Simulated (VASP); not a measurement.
# GaSb (I-4m2) in VASP: further runs

GaSb is run at these levels: PBE; tasks: single point.

Program: VASP 6.6.1. These are calculated values, not measurements. Logs are shortened: lines on timing, memory, paths and dates and some standing lists are left out, and cuts for length are marked.

### Step 1. The cell of the first run

Symmetry: I-4m2, No. 119, tetragonal system. The conventional cell has a = 4.326 Å, b = 4.326 Å, c = 6.210 Å, α = 90.00°, β = 90.00°, γ = 90.00°. Within 3.5 Å of Ga (site symmetry -4m2) lie 4 Sb at 2.66 Å. Within 3.5 Å of Sb (site symmetry -4m2) lie 4 Ga at 2.66 Å.

### Step 2. Single point, PBE (strain +0.0150 x Voigt [1, 0, 0, 0, 0, 0])

The input, INCAR:

```
SYSTEM = GaSb
ALGO = Normal
EDIFF = 1E-6
ENCUT = 520
GGA = PE
ISIF = 2
ISMEAR = 0
LASPH = .TRUE.
LCHARG = .FALSE.
LREAL = .FALSE.
LWAVE = .FALSE.
NBANDS = 16
NELM = 60
PREC = Accurate
SIGMA = 0.15
```

The input, KPOINTS:

```
k-points
0
G
  14 14 14
  0 0 0
```

The input, POSCAR:

```
GaSb
1.0
    0.0000000000      3.0590000000      3.0590000000
    3.1048850000      0.0000000000      3.0590000000
    3.1048850000      3.0590000000      0.0000000000
Ga Sb
1 1
Direct
    0.0000000000      0.0000000000      0.0000000000
    0.7500000000      0.7500000000      0.7500000000
```

Potentials or basis: VASP PAW PBE potentials, release 64 (Ga_d, Sb).

Run with:

```bash
$ cat potpaw_PBE.64/Ga_d/POTCAR potpaw_PBE.64/Sb/POTCAR > POTCAR
$ mpirun -np 1 vasp_std > vasp.out
```

OUTCAR:

```text
SYSTEM = GaSb
   EDIFF = 1E-6
   ENCUT = 520
   GGA = PE
   ISIF = 2
   ISMEAR = 0
   LASPH = .TRUE.
   LREAL = .FALSE.
   NELM = 60
   PREC = Accurate

 ion  position               nearest neighbor table
   1  0.000  0.000  0.000-   2 2.66   2 2.66   2 2.66   2 2.66
   2  0.750  0.750  0.750-   1 2.66   1 2.66   1 2.66   1 2.66

  LATTYP: Found a body centered tetragonal cell.
 ALAT       =     4.3260792873
 C/A-ratio  =     1.4354267658

  Lattice vectors:

 A1 = (   3.1048850000,   0.0000000000,   3.0590000000)
 A2 = (   3.1048850000,   0.0000000000,  -3.0590000000)
 A3 = (  -3.1048850000,   3.0590000000,   0.0000000000)

Analysis of symmetry for initial positions (statically):
=====================================================================
 Subroutine PRICEL returns:
 Original cell was already a primitive cell.

 Routine SETGRP: Setting up the symmetry group for a
 body centered tetragonal supercell.

 Subroutine GETGRP returns: Found  8 space group operations
 (whereof  8 operations were pure point group operations)
 out of a pool of 16 trial point group operations.

The static configuration has the point symmetry D_2d.

Analysis of symmetry for dynamics (positions and initial velocities):
=====================================================================
 Subroutine PRICEL returns:
 Original cell was already a primitive cell.

 Routine SETGRP: Setting up the symmetry group for a
 body centered tetragonal supercell.

 Subroutine GETGRP returns: Found  8 space group operations
 (whereof  8 operations were pure point group operations)
 out of a pool of 16 trial point group operations.

The dynamic configuration has the point symmetry D_2d.

 Subroutine INISYM returns: Found  8 space group operations
 (whereof  8 operations are pure point group operations),
 and found     1 'primitive' translations

----------------------------------------------------------------------------------------

                                     Primitive cell

  volume of cell :      58.1078

  direct lattice vectors                    reciprocal lattice vectors
     0.000000000  3.059000000  3.059000000    -0.161036560  0.163452109  0.163452109
     3.104885000  0.000000000  3.059000000     0.161036560 -0.163452109  0.163452109
     3.104885000  3.059000000  0.000000000     0.161036560  0.163452109 -0.163452109

  length of vectors
     4.326079287  4.358645646  4.358645646     0.281719643  0.281719643  0.281719643

  position of ions in fractional coordinates (direct lattice)
     0.000000000  0.000000000  0.000000000
     0.750000000  0.750000000  0.750000000

  ion indices of the primitive-cell ions
   primitive index   ion index
                 1           1
                 2           2

----------------------------------------------------------------------------------------

 KPOINTS: k-points

Automatic generation of k-mesh.
 Grid dimensions read from file:
 generate k-points for:   14   14   14

 Generating k-lattice:

  Cartesian coordinates                     Fractional coordinates (reciprocal lattice)
    -0.011502611  0.011675151  0.011675151     0.071428571  0.000000000  0.000000000
     0.011502611 -0.011675151  0.011675151     0.000000000  0.071428571  0.000000000
     0.011502611  0.011675151 -0.011675151     0.000000000  0.000000000  0.071428571

  Length of vectors
     0.020122832  0.020122832  0.020122832

  Shift w.r.t. Gamma in fractional coordinates (k-lattice)
     0.000000000  0.000000000  0.000000000

 Subroutine IBZKPT returns following result:
 ===========================================

 Found    244 irreducible k-points:

 Following reciprocal coordinates:
            Coordinates               Weight
  0.000000  0.000000  0.000000      1.000000
  0.071429  0.000000  0.000000      8.000000
  0.142857  0.000000  0.000000      8.000000
  0.214286  0.000000  0.000000      8.000000
  0.285714  0.000000  0.000000      8.000000
  0.357143  0.000000  0.000000      8.000000
[... 16 lines left out ...]
  0.214286  0.142857  0.000000     16.000000
  0.285714  0.142857  0.000000     16.000000
 [... further k-points ...]
   k-points           NKPTS =    244   k-points in BZ     NKDIM =    244   number of bands    NBANDS=     16
   number of dos      NEDOS =    301   number of ions     NIONS =      2
   total plane-waves  NPLWV =  32768
   dimension x,y,z NGX =    32 NGY =   32 NGZ =   32
   dimension x,y,z NGXF=    64 NGYF=   64 NGZF=   64
   ions per type =               1   1
   NGX,Y,Z   is equivalent  to a cutoff of  12.30, 12.21, 12.21 a.u.
   NGXF,Y,Z  is equivalent  to a cutoff of  24.59, 24.41, 24.41 a.u.
 SYSTEM =  GaSb
   PREC   = accura    normal or accurate (medium, high low for compatibility)
   ISTART =      0    job   : 0-new  1-cont  2-samecut
   ICHARG =      2    charge: 1-file 2-atom 10-const
   ISPIN  =      1    spin polarized calculation?
   LNONCOLLINEAR =      F non collinear calculations
   LSORBIT =      F    spin-orbit coupling
   LASPH  =      T    aspherical Exc in radial PAW
   ENCUT  =  520.0 eV  38.22 Ry    6.18 a.u.   8.04  8.10  8.10*2*pi/ulx,y,z
   NELM   =     60;   NELMIN=  2; NELMDL= -5     # of ELM steps
   EDIFF  = 0.1E-05   stopping-criterion for ELM
   LREAL  =      F    real-space projection
   EDIFFG = 0.1E-04   stopping-criterion for IOM
   NSW    =      0    number of steps for IOM
   IBRION =     -1    ionic relax: 0-MD 1-quasi-New 2-CG
   NFREE  =      0    steps in history (QN), initial steepest desc. (CG)
   ISIF   =      2    stress and relaxation
   ISYM   =      2    0-nonsym 1-usesym 2-fastsym
   POTIM  = 0.5000    time-step for ionic-motion
   TEBEG  =    0.0;   TEEND  =   0.0 temperature during run
   PSTRESS=    0.0 pullay stress
   NELECT =      18.0000    total number of electrons
   NUPDOWN=      -1.0000    fix difference up-down
   EMIN   =  10.00;   EMAX   =-10.00  energy-range for DOS
   EFERMI =   0.00;   METHOD = LEGACY
   ISMEAR =     0;   SIGMA  =   0.15  broadening in eV -4-tet -1-fermi 0-gaus
   EFERMI_NEDOS =   21; number of points for ismear=-14 and -15
   IALGO  =     38    algorithm
   IMIX   =      4    mixing-type and parameters
     AMIX     =   0.40;   BMIX     =  1.00
     AMIX_MAG =   1.60;   BMIX_MAG =  1.00
  volume/ion in A,a.u.               =      29.05       196.07
  Fermi-wavevector in a.u.,A,eV,Ry     =   1.107697  2.093243 16.694238  1.226992
  Thomas-Fermi vector in A             =   2.244214
   LORBIT       =      0    0 simple, 1 ext, 2 COOP (PROOUT), +10 PAW based schemes
   GGA     = PE    functional components
   LHFCALC =     F    Hartree Fock is set to
   AEXX    =    0.0000 exact exchange contribution
   IVDW    =     0    specifies the selected vdW correction
   LEPSILON=     F    determine dielectric tensor
   LRPA    =     F    only Hartree local field effects (RPA)
 non-spin polarized calculation
 Gauss-broadening in eV      SIGMA  =   0.15
  energy-cutoff  :      520.00
  volume of cell :       58.11
 maximum number of plane-waves:      1584
   NGX = 17   NGY = 17   NGZ = 17

 number of electron      17.9999994 magnetization

 Free energy of the ion-electron system (eV)
  ---------------------------------------------------
  ext. energy  EPLUGINS =         0.00000000
  ---------------------------------------------------
  free energy    TOTEN  =        -7.36290545 eV

  energy without entropy =       -7.36271807  energy(sigma->0) =       -7.36281176

 E-fermi :   4.8462     XC(G=0):  -9.0252

 val. band max:        4.7466284734   @ k =   0.0000   0.0000   0.0000
 cond. band min:       5.0882509216   @ k =   0.5000   0.0000   0.0000
 fundamental gap:      0.3416224482
 Fermi energy:         4.8461543262

 k-point     1 :       0.0000    0.0000    0.0000
  band No.  band energies     occupation
      1     -10.2871      2.00000
      2     -10.2851      2.00000
      3     -10.2851      2.00000
      4     -10.2392      2.00000
      5     -10.2374      2.00000
      6      -6.6556      2.00000
[... 8 lines left out ...]
     15      13.1547      0.00000
     16      13.4043      0.00000

 k-point     2 :       0.0714    0.0000    0.0000
  band No.  band energies     occupation
      1     -10.2876      2.00000
      2     -10.2853      2.00000
      3     -10.2845      2.00000
      4     -10.2393      2.00000
      5     -10.2374      2.00000
      6      -6.6040      2.00000
[... 8 lines left out ...]
     15      12.7605      0.00000
     16      12.9723      0.00000

 k-point     3 :       0.1429    0.0000    0.0000
  band No.  band energies     occupation
      1     -10.2908      2.00000
      2     -10.2841      2.00000
      3     -10.2829      2.00000
      4     -10.2395      2.00000
      5     -10.2376      2.00000
      6      -6.4513      2.00000
[... 8 lines left out ...]
     15      12.3290      0.00000
     16      12.4885      0.00000

 k-point     4 :       0.2143    0.0000    0.0000
  band No.  band energies     occupation
      1     -10.2960      2.00000
      2     -10.2820      2.00000
      3     -10.2807      2.00000
      4     -10.2397      2.00000
      5     -10.2376      2.00000
      6      -6.2053      2.00000
[... 8 lines left out ...]
     15      12.2040      0.00000
     16      12.2838      0.00000
[... 324 lines left out ...]
 k-point    22 :       0.1429    0.1429    0.0000
  band No.  band energies     occupation
      1     -10.2941      2.00000
      2     -10.2827      2.00000
      3     -10.2809      2.00000
      4     -10.2407      2.00000
      5     -10.2369      2.00000
      6      -6.3798      2.00000
[... 8 lines left out ...]
     15      11.8808      0.00000
     16      13.4731      0.00000

 k-point    23 :       0.2143    0.1429    0.0000
  band No.  band energies     occupation
      1     -10.2986      2.00000
      2     -10.2804      2.00000
      3     -10.2789      2.00000
      4     -10.2415      2.00000
      5     -10.2366      2.00000
      6      -6.1955      2.00000
[... 8 lines left out ...]
     15      12.5439      0.00000
     16      13.4033      0.00000

 k-point    24 :       0.2857    0.1429    0.0000
  band No.  band energies     occupation
      1     -10.3035      2.00000
      2     -10.2782      2.00000
      3     -10.2767      2.00000
      4     -10.2421      2.00000
      5     -10.2364      2.00000
      6      -5.9240      2.00000
[... 8 lines left out ...]
     15      13.0467      0.00000
     16      13.4574      0.00000

 [... further k-points ...]

------------------------ aborting loop because EDIFF is reached ----------------------------------------

  FORCE on cell =-STRESS in cart. coord.  units (eV):
  Direction    XX          YY          ZZ          XY          YZ          ZX
  --------------------------------------------------------------------------------------
  -------------------------------------------------------------------------------------
  Total        0.4223425      0.6571469      0.6571469      0.0000000      0.0000000      0.0000000
  in kB       11.6450388     18.1191818     18.1191818      0.0000000      0.0000000      0.0000000
  external PRESSURE =      15.9611341 kB  Pullay stress =       0.0000000 kB

 VOLUME and BASIS-vectors are now :
 -----------------------------------------------------------------------------
  energy-cutoff  :      520.00
  volume of cell :       58.11
      direct lattice vectors                 reciprocal lattice vectors
     0.000000000  3.059000000  3.059000000    -0.161036560  0.163452109  0.163452109
     3.104885000  0.000000000  3.059000000     0.161036560 -0.163452109  0.163452109
     3.104885000  3.059000000  0.000000000     0.161036560  0.163452109 -0.163452109

 POSITION                                       TOTAL-FORCE (eV/Angst)
 -----------------------------------------------------------------------------------
      0.00000      0.00000      0.00000         0.000000      0.000000      0.000000
      4.65733      4.58850      4.58850        -0.000000     -0.000000     -0.000000
 -----------------------------------------------------------------------------------
    total drift:                               -0.000002     -0.000002     -0.000002

  FREE ENERGIE OF THE ION-ELECTRON SYSTEM (eV)
  ---------------------------------------------------
  free  energy   TOTEN  =        -7.3629054460 eV

  energy  without entropy=       -7.3627180730  energy(sigma->0) =       -7.36281176
```

Wall time 90 s (1 thread of AMD EPYC 9R45 (Zen 5), shared host); peak memory 0.33 GiB.

Results:

```yaml
Free_energy: -7.3629 eV
Pressure: 1.6 GPa
Band_gap_on_the_k_mesh: zero (filled and empty bands touch)
```

Levels at points of the mesh, in eV from the Fermi level:
| k point | band 5 | band 6 | band 7 | band 8 | band 9 | band 10 | band 11 | band 12 | band 13 | band 14 |
| --- | --- | --- | --- | --- | --- | --- | --- | --- | --- | --- |
| (0.00, 0.00, 0.00) | -15.08 | -11.50 | -0.20 | -0.19 | -0.10 | -0.10 | 2.64 | 2.64 | 2.68 | 5.66 |
| (0.50, 0.00, 0.00) | -15.08 | -9.92 | -6.42 | -1.31 | -1.20 | 0.24 | 3.58 | 3.66 | 6.35 | 9.13 |
| (0.50, 0.50, 0.00) | -15.08 | -9.09 | -6.85 | -2.68 | -2.67 | 0.76 | 1.12 | 8.45 | 8.46 | 9.81 |
| (0.00, 0.50, 0.50) | -15.08 | -9.14 | -6.92 | -2.59 | -2.59 | 0.87 | 1.21 | 8.45 | 8.45 | 9.77 |

Caveat: the cell differs from its parent crystal (strain +0.0150 x Voigt [1, 0, 0, 0, 0, 0]); semilocal functionals underestimate gaps, so a narrow gap can read as zero; spin-orbit coupling is left out, which moves the levels of the heavy elements.

[end of part 1 of 2]
